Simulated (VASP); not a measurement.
# Fe (I4/mmm) in VASP: single point with PBEsol

Aim: the single point of Fe with PBEsol.

Everything below comes from runs of VASP 6.6.1. Logs are shortened: lines on timing, memory, paths and dates and some standing lists are left out, and cuts for length are marked.

### 1 The cell of the first run

The typed cell holds 1 atom: a = 2.779 Å, b = 2.408 Å, c = 2.408 Å, α = 70.50°, β = 54.75°, γ = 54.75°.

### 2 Single point, PBEsol, collinear spin, ferromagnetic start

File INCAR:

```
SYSTEM = Fe
PREC     = Accurate       ! precision mode
ENCUT    = 520            ! plane-wave cutoff, eV
EDIFF    = 1E-6           ! SCF threshold, eV
ISMEAR   = 0              ! smearing method
SIGMA    = 0.1            ! smearing width, eV
LREAL    = .FALSE.        ! projectors in reciprocal space
LASPH    = .TRUE.         ! aspherical terms in the spheres
NELM     = 150            ! most SCF steps
ALGO     = Fast           ! electronic algorithm
ISIF     = 2              ! what is computed and relaxed
LWAVE    = .FALSE.        ! write WAVECAR
LCHARG   = .FALSE.        ! write CHGCAR
ISPIN    = 2              ! spin polarisation
MAGMOM   = 2.52           ! initial moments
LORBIT   = 11             ! projections on sites
LMAXMIX  = 4              ! l up to which the mixer works
GGA      = PS             ! functional
NBANDS   = 14             ! bands
```

File KPOINTS:

```
regular mesh
0
G
  8 8 8
  0 0 0
```

File POSCAR:

```
Fe
1.0
    0.0000000000      1.9653507365      1.9654102051
    1.3912018118      0.0000000000      1.9654102051
    1.3912018118      1.9653507365      0.0000000000
Fe
1
Direct
    0.0000000000      0.0000000000      0.0000000000
```

Potentials or basis: VASP PAW PBE potentials, release 64 (Fe).

Started as:

```console
$ cat potpaw_PBE.64/Fe/POTCAR > POTCAR
$ mpirun -np 1 vasp_std > vasp.out
```

OUTCAR:

```text
SYSTEM = Fe
   PREC = Accurate
   ENCUT = 520
   EDIFF = 1E-6
   ISMEAR = 0
   LREAL = .FALSE.
   LASPH = .TRUE.
   NELM = 150
   ISIF = 2
   ISPIN = 2
   LORBIT = 11
   GGA = PS

 ion  position               nearest neighbor table
   1  0.000  0.000  0.000-

  LATTYP: Found a face centered orthorhombic cell.
 ALAT       =     2.7824036236
 B/A-ratio  =     1.4126999547
 C/A-ratio  =     1.4127427009

  Lattice vectors:

 A1 = (   0.0000000000,   1.9653507365,   1.9654102051)
 A2 = (   1.3912018118,   0.0000000000,   1.9654102051)
 A3 = (   1.3912018118,   1.9653507365,   0.0000000000)

Analysis of symmetry for initial positions (statically):
=====================================================================
 Subroutine PRICEL returns:
 Original cell was already a primitive cell.

 Routine SETGRP: Setting up the symmetry group for a
 face centered orthorhombic supercell.

 Subroutine GETGRP returns: Found  8 space group operations
 (whereof  8 operations were pure point group operations)
 out of a pool of  8 trial point group operations.

The static configuration has the point symmetry D_2h.

Analysis of symmetry for dynamics (positions and initial velocities):
=====================================================================
 Subroutine PRICEL returns:
 Original cell was already a primitive cell.

 Routine SETGRP: Setting up the symmetry group for a
 face centered orthorhombic supercell.

 Subroutine GETGRP returns: Found  8 space group operations
 (whereof  8 operations were pure point group operations)
 out of a pool of  8 trial point group operations.

The dynamic configuration has the point symmetry D_2h.

Analysis of structural, dynamic, and magnetic symmetry:
=====================================================================
 Subroutine PRICEL returns:
 Original cell was already a primitive cell.

 Routine SETGRP: Setting up the symmetry group for a
 face centered orthorhombic supercell.

 Subroutine GETGRP returns: Found  8 space group operations
 (whereof  8 operations were pure point group operations)
 out of a pool of  8 trial point group operations.

The overall configuration has the point symmetry D_2h.

 Subroutine INISYM returns: Found  8 space group operations
 (whereof  8 operations are pure point group operations),
 and found     1 'primitive' translations

----------------------------------------------------------------------------------------

                                     Primitive cell

  volume of cell :      10.7476

[... 127 lines left out ...]

 Free energy of the ion-electron system (eV)
  ---------------------------------------------------
  ext. energy  EPLUGINS =         0.00000000
  ---------------------------------------------------
  free energy    TOTEN  =        -8.91033967 eV

  energy without entropy =       -8.90427498  energy(sigma->0) =       -8.90730733

 E-fermi :   6.3061     XC(G=0): -13.5979

 val. band max:        6.2748073080   @ k =  -0.3750   0.1250   0.3750
 cond. band min:       6.3326115969   @ k =   0.3750  -0.0000  -0.0000
 fundamental gap:      0.0578042889
 Fermi energy:         6.3061242716

 spin component 1

 k-point     1 :       0.0000    0.0000    0.0000
  band No.  band energies     occupation
      1      -2.5824      1.00000
      2       3.8880      1.00000
      3       3.8883      1.00000
      4       3.8948      1.00000
      5       5.2401      1.00000
      6       5.2460      1.00000
      7      31.7220      0.00000
      8      31.7466      0.00000
      9      31.7475      0.00000
     10      37.1969      0.00000
     11      37.2121      0.00000
     12      39.8229      0.00000
     13      39.8231      0.00000
     14      39.8607      0.00000
[... 379 lines left out ...]
      3       3.5170      1.00000
      4       5.0477      1.00000
      5       5.5118      1.00000
      6       6.4191      0.05511
      7      20.0187      0.00000
      8      23.9161      0.00000
      9      28.2732      0.00000
     10      32.3242      0.00000
     11      37.1153      0.00000
     12      38.7422      0.00000
     13      44.8424      0.00000
     14      46.3319      0.00000

 [... further k-points ...]

 spin component 2

 k-point     1 :       0.0000    0.0000    0.0000
  band No.  band energies     occupation
      1      -2.3502      1.00000
      2       5.6112      1.00000
      3       5.6116      1.00000
      4       5.6199      1.00000
      5       7.7464      0.00000
      6       7.7549      0.00000
      7      31.6244      0.00000
      8      31.6492      0.00000
      9      31.6502      0.00000
     10      37.5100      0.00000
     11      37.5218      0.00000
     12      40.4737      0.00000
     13      40.4740      0.00000
     14      40.5117      0.00000
[... 379 lines left out ...]
      3       4.9519      1.00000
      4       7.3197      0.00000
      5       7.9504      0.00000
      6       8.2769      0.00000
      7      20.8044      0.00000
      8      24.4313      0.00000
      9      28.8163      0.00000
     10      32.6138      0.00000
     11      37.5379      0.00000
     12      39.2092      0.00000
     13      45.1095      0.00000
     14      46.8730      0.00000

 [... further k-points ...]

------------------------ aborting loop because EDIFF is reached ----------------------------------------

  FORCE on cell =-STRESS in cart. coord.  units (eV):
  Direction    XX          YY          ZZ          XY          YZ          ZX
  --------------------------------------------------------------------------------------
  -------------------------------------------------------------------------------------
  Total       -0.0035329      0.0106691      0.0100657     -0.0000000      0.0000000      0.0000000
  in kB       -0.5266541      1.5904741      1.5005227     -0.0000000      0.0000000      0.0000000
  external PRESSURE =       0.8547809 kB  Pullay stress =       0.0000000 kB

 VOLUME and BASIS-vectors are now :
 -----------------------------------------------------------------------------
  energy-cutoff  :      520.00
  volume of cell :       10.75
      direct lattice vectors                 reciprocal lattice vectors
     0.000000000  1.965350737  1.965410205    -0.359401487  0.254407517  0.254399819
     1.391201812  0.000000000  1.965410205     0.359401487 -0.254407517  0.254399819
     1.391201812  1.965350737  0.000000000     0.359401487  0.254407517 -0.254399819

 POSITION                                       TOTAL-FORCE (eV/Angst)
 -----------------------------------------------------------------------------------
      0.00000      0.00000      0.00000         0.000000      0.000000     -0.000000
 -----------------------------------------------------------------------------------
    total drift:                                0.000000      0.000000      0.000000

  FREE ENERGIE OF THE ION-ELECTRON SYSTEM (eV)
  ---------------------------------------------------
  free  energy   TOTEN  =        -8.9103396715 eV

  energy  without entropy=       -8.9042749835  energy(sigma->0) =       -8.90730733

 total charge

# of ion       s       p       d       tot
------------------------------------------
    1        0.512   0.593   6.290   7.395

 magnetization (x)

# of ion       s       p       d       tot
------------------------------------------
    1       -0.015  -0.056   2.055   1.984
```

Wall time 15 s (1 thread of Intel Xeon Platinum 8375C at 2.90GHz (Ice Lake), shared host); peak memory 0.14 GiB.

Results:

| Property | Result |
| --- | --- |
| Free energy | -8.9103 eV |
| Pressure | 0.1 GPa |
| Band gap on the k mesh | zero (filled and empty bands overlap) |
| Net moment | 2.00 μB per cell |
| Site moments | Fe +1.98 μB |
| Valence electrons inside the program's atomic spheres | Fe 7.39 |

Levels at points of the mesh, in eV from the Fermi level:
Spin up:
```csv
k point,band 1,band 2,band 3,band 4,band 5,band 6,band 7,band 8,band 9,band 10
"(0.00, 0.00, 0.00)",-8.89,-2.42,-2.42,-2.41,-1.07,-1.06,25.42,25.44,25.44,30.89
"(0.50, 0.00, 0.00)",-5.28,-3.61,-0.99,-0.85,0.38,0.54,7.82,18.72,21.01,24.24
"(0.50, 0.50, 0.00)",-5.28,-3.62,-0.99,-0.84,0.39,0.54,7.83,18.70,20.97,24.22
"(0.50, 0.00, 0.50)",-5.28,-3.62,-0.99,-0.84,0.39,0.54,7.83,18.70,20.97,24.21
"(0.00, 0.50, 0.50)",-5.22,-5.21,0.24,0.24,0.24,10.19,10.23,10.23,16.15,16.18
```
Spin down:
| k point | band 1 | band 2 | band 3 | band 4 | band 5 | band 6 | band 7 |
| --- | --- | --- | --- | --- | --- | --- | --- |
| (0.00, 0.00, 0.00) | -8.66 | -0.69 | -0.69 | -0.69 | 1.44 | 1.45 | 25.32 |
| (0.50, 0.00, 0.00) | -4.09 | -2.06 | 0.58 | 1.31 | 1.72 | 2.55 | 9.10 |
| (0.50, 0.50, 0.00) | -4.09 | -2.07 | 0.59 | 1.32 | 1.73 | 2.55 | 9.11 |
| (0.50, 0.00, 0.50) | -4.09 | -2.07 | 0.59 | 1.32 | 1.73 | 2.55 | 9.11 |
| (0.00, 0.50, 0.50) | -3.55 | -3.55 | 2.22 | 2.22 | 2.22 | 10.50 | 10.54 |

Caveat: the k points lie up to 0.40 Å⁻¹ apart; the PAW data sets were made with another functional, which shifts forces and pressure a little.
